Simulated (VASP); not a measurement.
# LaH3 (I4/mmm) in VASP: further runs

Runs on LaH3. Level: PBEsol. Tasks: single point, relaxation of cell and atoms.

Program: VASP 6.6.1. These are calculated values, not measurements. Logs are shortened: lines on timing, memory, paths and dates and some standing lists are left out, and cuts for length are marked.

### Step 1. The cell of the first run

The structure is tetragonal, space group I4/mmm (No. 139). The conventional cell has a = 3.266 Å, b = 3.266 Å, c = 5.713 Å, α = 90.00°, β = 90.00°, γ = 90.00°. Within 2.9 Å of La (site symmetry 4/mmm) lie 14 H at 2.17 to 2.86 Å. Within 2.9 Å of H (site symmetry -4m2) lie 4 La at 2.17 Å and 10 H at 2.17 to 2.86 Å. Within 2.9 Å of H (site symmetry 4/mmm) lie 8 H at 2.17 Å and 6 La at 2.31 to 2.86 Å.

### Step 2. Single point, PBEsol

Input file INCAR:

```
SYSTEM = LaH3
ALGO = Normal ; EDIFF = 1E-7
ENCUT = 520 ; GGA = PS
ISIF = 2 ; ISMEAR = -1
LASPH = .TRUE. ; LCHARG = .FALSE.
LREAL = .FALSE. ; LWAVE = .FALSE.
NBANDS = 15 ; NELM = 100
PREC = Accurate ; SIGMA = 0.1
```

Input file KPOINTS:

```
k-points
0
G
  8 8 8
  0 0 0
```

Input file POSCAR:

```
LaH3
1.0
   -1.6331515460      1.6331515460      2.8565980974
    1.6331515460     -1.6331515460      2.8565980974
    1.6331515460      1.6331515460     -2.8565980974
La H
1 3
Direct
    0.0000000000      0.0000000000      0.0000000000
    0.7500000000      0.2500000000      0.5000000000
    0.2500000000      0.7500000000      0.5000000000
    0.5000000000      0.5000000000      0.0000000000
```

Potentials or basis: VASP PAW PBE potentials, release 64 (La, H).

Run with:

```bash
> cat potpaw_PBE.64/La/POTCAR potpaw_PBE.64/H/POTCAR > POTCAR
> mpirun -np 1 vasp_std > vasp.out
```

OUTCAR:

```text
SYSTEM = LaH3
   EDIFF = 1E-7
   ENCUT = 520
   GGA = PS
   ISIF = 2
   ISMEAR = -1
   LASPH = .TRUE.
   LREAL = .FALSE.
   NELM = 100
   PREC = Accurate

 ion  position               nearest neighbor table
   1  0.000  0.000  0.000-   2 2.17   3 2.17   2 2.17   3 2.17   2 2.17   3 2.17   2 2.17   3 2.17

   2  0.750  0.250  0.500-   1 2.17   1 2.17   1 2.17   1 2.17
   3  0.250  0.750  0.500-   1 2.17   1 2.17   1 2.17   1 2.17
   4  0.500  0.500  0.000-

  LATTYP: Found a body centered tetragonal cell.
 ALAT       =     3.2663030920
 C/A-ratio  =     1.7491322862

  Lattice vectors:

 A1 = (  -1.6331515460,   1.6331515460,   2.8565980974)
 A2 = (   1.6331515460,  -1.6331515460,   2.8565980974)
 A3 = (   1.6331515460,   1.6331515460,  -2.8565980974)

Analysis of symmetry for initial positions (statically):
=====================================================================
 Subroutine PRICEL returns:
 Original cell was already a primitive cell.

 Routine SETGRP: Setting up the symmetry group for a
 body centered tetragonal supercell.

 Subroutine GETGRP returns: Found 16 space group operations
 (whereof 16 operations were pure point group operations)
 out of a pool of 16 trial point group operations.

The static configuration has the point symmetry D_4h.

Analysis of symmetry for dynamics (positions and initial velocities):
=====================================================================
 Subroutine PRICEL returns:
 Original cell was already a primitive cell.

 Routine SETGRP: Setting up the symmetry group for a
 body centered tetragonal supercell.

 Subroutine GETGRP returns: Found 16 space group operations
 (whereof 16 operations were pure point group operations)
 out of a pool of 16 trial point group operations.

The dynamic configuration has the point symmetry D_4h.

 Subroutine INISYM returns: Found 16 space group operations
 (whereof 16 operations are pure point group operations),
 and found     1 'primitive' translations

----------------------------------------------------------------------------------------

                                     Primitive cell

  volume of cell :      30.4763

  direct lattice vectors                    reciprocal lattice vectors
    -1.633151546  1.633151546  2.856598097     0.000000000  0.306156524  0.175033373
     1.633151546 -1.633151546  2.856598097     0.306156524  0.000000000  0.175033373
     1.633151546  1.633151546 -2.856598097     0.306156524  0.306156524  0.000000000

  length of vectors
     3.673488891  3.673488891  3.673488891     0.352659182  0.352659182  0.432970708

  position of ions in fractional coordinates (direct lattice)
     0.000000000  0.000000000  0.000000000
     0.750000000  0.250000000  0.500000000
     0.250000000  0.750000000  0.500000000
     0.500000000  0.500000000  0.000000000

  ion indices of the primitive-cell ions
   primitive index   ion index
                 1           1
                 2           2
                 3           3
                 4           4

----------------------------------------------------------------------------------------

 KPOINTS: k-points

Automatic generation of k-mesh.
 Grid dimensions read from file:
 generate k-points for:    8    8    8

 Generating k-lattice:

  Cartesian coordinates                     Fractional coordinates (reciprocal lattice)
     0.000000000  0.038269565  0.021879172     0.125000000  0.000000000 -0.000000000
     0.038269565  0.000000000  0.021879172     0.000000000  0.125000000 -0.000000000
     0.038269565  0.038269565  0.000000000     0.000000000  0.000000000  0.125000000

  Length of vectors
     0.044082398  0.044082398  0.054121339

  Shift w.r.t. Gamma in fractional coordinates (k-lattice)
     0.000000000  0.000000000  0.000000000

 Subroutine IBZKPT returns following result:
 ===========================================

 Found     59 irreducible k-points:

 Following reciprocal coordinates:
            Coordinates               Weight
  0.000000  0.000000  0.000000      1.000000
  0.125000  0.000000  0.000000      8.000000
  0.250000  0.000000  0.000000      8.000000
  0.375000 -0.000000  0.000000      8.000000
  0.500000  0.000000  0.000000      4.000000
  0.125000  0.125000  0.000000      8.000000
[... 16 lines left out ...]
  0.250000  0.125000  0.125000     16.000000
  0.375000  0.125000  0.125000      8.000000
 [... further k-points ...]
   k-points           NKPTS =     59   k-points in BZ     NKDIM =     59   number of bands    NBANDS=     15
   number of dos      NEDOS =    301   number of ions     NIONS =      4
   total plane-waves  NPLWV =  21952
   dimension x,y,z NGX =    28 NGY =   28 NGZ =   28
   dimension x,y,z NGXF=    56 NGYF=   56 NGZF=   56
   ions per type =               1   3
   NGX,Y,Z   is equivalent  to a cutoff of  12.67, 12.67, 12.67 a.u.
   NGXF,Y,Z  is equivalent  to a cutoff of  25.34, 25.34, 25.34 a.u.
 SYSTEM =  LaH3
   PREC   = accura    normal or accurate (medium, high low for compatibility)
   ISTART =      0    job   : 0-new  1-cont  2-samecut
   ICHARG =      2    charge: 1-file 2-atom 10-const
   ISPIN  =      1    spin polarized calculation?
   LNONCOLLINEAR =      F non collinear calculations
   LSORBIT =      F    spin-orbit coupling
   LASPH  =      T    aspherical Exc in radial PAW
   ENCUT  =  520.0 eV  38.22 Ry    6.18 a.u.   6.83  6.83  6.83*2*pi/ulx,y,z
   NELM   =    100;   NELMIN=  2; NELMDL= -5     # of ELM steps
   EDIFF  = 0.1E-06   stopping-criterion for ELM
   LREAL  =      F    real-space projection
   EDIFFG = 0.1E-05   stopping-criterion for IOM
   NSW    =      0    number of steps for IOM
   IBRION =     -1    ionic relax: 0-MD 1-quasi-New 2-CG
   NFREE  =      0    steps in history (QN), initial steepest desc. (CG)
   ISIF   =      2    stress and relaxation
   ISYM   =      2    0-nonsym 1-usesym 2-fastsym
   POTIM  = 0.5000    time-step for ionic-motion
   TEBEG  =    0.0;   TEEND  =   0.0 temperature during run
   PSTRESS=    0.0 pullay stress
   NELECT =      14.0000    total number of electrons
   NUPDOWN=      -1.0000    fix difference up-down
   EMIN   =  10.00;   EMAX   =-10.00  energy-range for DOS
   EFERMI =   0.00;   METHOD = LEGACY
   ISMEAR =    -1;   SIGMA  =   0.10  broadening in eV -4-tet -1-fermi 0-gaus
   EFERMI_NEDOS =   21; number of points for ismear=-14 and -15
   IALGO  =     38    algorithm
   IMIX   =      4    mixing-type and parameters
     AMIX     =   0.40;   BMIX     =  1.00
     AMIX_MAG =   1.60;   BMIX_MAG =  1.00
  volume/ion in A,a.u.               =       7.62        51.42
  Fermi-wavevector in a.u.,A,eV,Ry     =   1.263175  2.387054 21.709602  1.595611
  Thomas-Fermi vector in A             =   2.396545
   LORBIT       =      0    0 simple, 1 ext, 2 COOP (PROOUT), +10 PAW based schemes
   GGA     = PS    functional components
   LHFCALC =     F    Hartree Fock is set to
   AEXX    =    0.0000 exact exchange contribution
   IVDW    =     0    specifies the selected vdW correction
   LEPSILON=     F    determine dielectric tensor
   LRPA    =     F    only Hartree local field effects (RPA)
 non-spin polarized calculation
  energy-cutoff  :      520.00
  volume of cell :       30.48
 maximum number of plane-waves:       835
   NGX = 13   NGY = 13   NGZ = 13

 number of electron      14.0000003 magnetization

 Free energy of the ion-electron system (eV)
  ---------------------------------------------------
  ext. energy  EPLUGINS =         0.00000000
  ---------------------------------------------------
  free energy    TOTEN  =       -16.44522906 eV

  energy without entropy =      -16.44476446  energy(sigma->0) =      -16.44499676

 E-fermi :  10.0522     XC(G=0): -11.7124

 val. band max:        9.6373161122   @ k =  -0.1250   0.1250   0.1250
 cond. band min:      10.4143334003   @ k =   0.0000   0.0000   0.0000
 fundamental gap:      0.7770172881
 Fermi energy:        10.0522410872

 k-point     1 :       0.0000    0.0000    0.0000
  band No.  band energies     occupation
      1     -21.6153      2.00000
      2      -4.2119      2.00000
      3      -3.8672      2.00000
      4      -3.8672      2.00000
      5       2.6627      2.00000
      6       8.0578      2.00000
      7       9.4675      1.99424
      8      10.4143      0.05212
      9      12.5837      0.00000
     10      12.5837      0.00000
     11      12.8353      0.00000
     12      13.6399      0.00000
     13      13.6399      0.00000
     14      14.6105      0.00000
     15      14.7367      0.00000

 k-point     2 :       0.1250    0.0000    0.0000
  band No.  band energies     occupation
      1     -21.5361      2.00000
      2      -4.6417      2.00000
      3      -4.2240      2.00000
      4      -3.8637      2.00000
      5       3.4047      2.00000
      6       7.3729      2.00000
      7       9.2779      1.99913
      8      10.9336      0.00030
      9      12.6295      0.00000
     10      12.7594      0.00000
     11      13.3610      0.00000
     12      13.5861      0.00000
     13      13.7217      0.00000
     14      14.6452      0.00000
     15      14.7621      0.00000

 k-point     3 :       0.2500    0.0000    0.0000
  band No.  band energies     occupation
      1     -21.3365      2.00000
      2      -5.9226      2.00000
      3      -4.4824      2.00000
      4      -3.8544      2.00000
      5       4.4595      2.00000
      6       6.9367      2.00000
      7       8.8814      1.99998
      8      11.3359      0.00001
      9      12.9774      0.00000
     10      13.0941      0.00000
     11      13.4616      0.00000
     12      13.5311      0.00000
     13      14.3540      0.00000
     14      14.6705      0.00000
     15      14.8401      0.00000

 k-point     4 :       0.3750   -0.0000    0.0000
  band No.  band energies     occupation
      1     -21.1233      2.00000
      2      -6.9859      2.00000
      3      -4.6999      2.00000
      4      -3.8438      2.00000
      5       4.3554      2.00000
      6       7.8913      2.00000
      7       8.8142      1.99999
      8      10.7937      0.00120
      9      12.7227      0.00000
     10      13.5175      0.00000
     11      13.7040      0.00000
     12      13.9636      0.00000
     13      14.5750      0.00000
     14      14.6290      0.00000
     15      14.7683      0.00000
[... 307 lines left out ...]
 k-point    22 :       0.1250    0.1250    0.1250
  band No.  band energies     occupation
      1     -21.1370      2.00000
      2      -6.0173      2.00000
      3      -5.0717      2.00000
      4      -4.4601      2.00000
      5       5.6763      2.00000
      6       5.8866      2.00000
      7       7.5106      2.00000
      8      12.2409      0.00000
      9      12.7982      0.00000
     10      13.3278      0.00000
     11      14.1134      0.00000
     12      14.1787      0.00000
     13      14.3427      0.00000
     14      14.8254      0.00000
     15      15.0399      0.00000

 k-point    23 :       0.2500    0.1250    0.1250
  band No.  band energies     occupation
      1     -20.9496      2.00000
      2      -6.6634      2.00000
      3      -5.3013      2.00000
      4      -4.6197      2.00000
      5       5.4311      2.00000
      6       6.1249      2.00000
      7       7.1003      2.00000
      8      12.3076      0.00000
      9      13.3008      0.00000
     10      13.6526      0.00000
     11      14.1921      0.00000
     12      14.3066      0.00000
     13      14.5007      0.00000
     14      14.6711      0.00000
     15      15.0873      0.00000

 k-point    24 :       0.3750    0.1250    0.1250
  band No.  band energies     occupation
      1     -20.8686      2.00000
      2      -6.9750      2.00000
      3      -5.2879      2.00000
      4      -4.7265      2.00000
      5       5.3058      2.00000
      6       5.7818      2.00000
      7       7.6175      2.00000
      8      12.1687      0.00000
      9      13.2429      0.00000
     10      13.7846      0.00000
     11      14.2234      0.00000
     12      14.4273      0.00000
     13      14.5516      0.00000
     14      14.5552      0.00000
     15      15.0647      0.00000

 [... further k-points ...]

------------------------ aborting loop because EDIFF is reached ----------------------------------------

  FORCE on cell =-STRESS in cart. coord.  units (eV):
  Direction    XX          YY          ZZ          XY          YZ          ZX
  --------------------------------------------------------------------------------------
  -------------------------------------------------------------------------------------
  Total        8.5141363      8.5141363      8.5039794      0.0000000     -0.0000000      0.0000000
  in kB      447.5989660    447.5989660    447.0650027      0.0000000     -0.0000000      0.0000000
  external PRESSURE =     447.4209782 kB  Pullay stress =       0.0000000 kB

 VOLUME and BASIS-vectors are now :
 -----------------------------------------------------------------------------
  energy-cutoff  :      520.00
  volume of cell :       30.48
      direct lattice vectors                 reciprocal lattice vectors
    -1.633151546  1.633151546  2.856598097     0.000000000  0.306156524  0.175033373
     1.633151546 -1.633151546  2.856598097     0.306156524  0.000000000  0.175033373
     1.633151546  1.633151546 -2.856598097     0.306156524  0.306156524  0.000000000

 POSITION                                       TOTAL-FORCE (eV/Angst)
 -----------------------------------------------------------------------------------
      0.00000      0.00000      0.00000        -0.000000      0.000000      0.000000
     -0.00000      1.63315      1.42830        -0.000000      0.000000     -0.000000
      1.63315     -0.00000      1.42830         0.000000     -0.000000      0.000000
      0.00000      0.00000      2.85660        -0.000000      0.000000      0.000000
 -----------------------------------------------------------------------------------
    total drift:                                0.000000     -0.000000     -0.000000

  FREE ENERGIE OF THE ION-ELECTRON SYSTEM (eV)
  ---------------------------------------------------
  free  energy   TOTEN  =       -16.4452290637 eV

  energy  without entropy=      -16.4447644617  energy(sigma->0) =      -16.44499676
```

It took 24 s on 1 thread of AMD EPYC 9R45 (Zen 5), shared host; peak memory 0.16 GiB.

What came out:

| Property | Result |
| --- | --- |
| Free energy | -16.4452 eV |
| Pressure | 44.7 GPa |
| Band gap on the k mesh | 0.78 eV, indirect (least direct gap 0.95 eV) |

Levels at points of the mesh, in eV from the valence-band top:
```csv
k point,band 3,band 4,band 5,band 6,band 7,band 8,band 9,band 10,band 11,band 12
"(0.00, 0.00, 0.00)",-13.50,-13.50,-6.97,-1.58,-0.17,0.78,2.95,2.95,3.20,4.00
"(0.50, 0.00, 0.00)",-14.42,-13.48,-5.47,-1.39,-0.46,0.81,2.91,4.06,4.14,4.47
"(0.50, 0.50, 0.00)",-15.38,-14.37,-5.77,-5.60,-0.08,3.37,4.21,4.32,4.79,4.88
"(0.50, 0.50, 0.50)",-14.02,-14.02,-5.08,-4.31,-0.20,4.22,4.22,4.29,4.43,4.43
```

Caveat: the PAW data sets were made with another functional, which shifts forces and pressure a little; spin-orbit coupling is left out, which moves the levels of the heavy elements.

(Continued in part 2 of 2.)
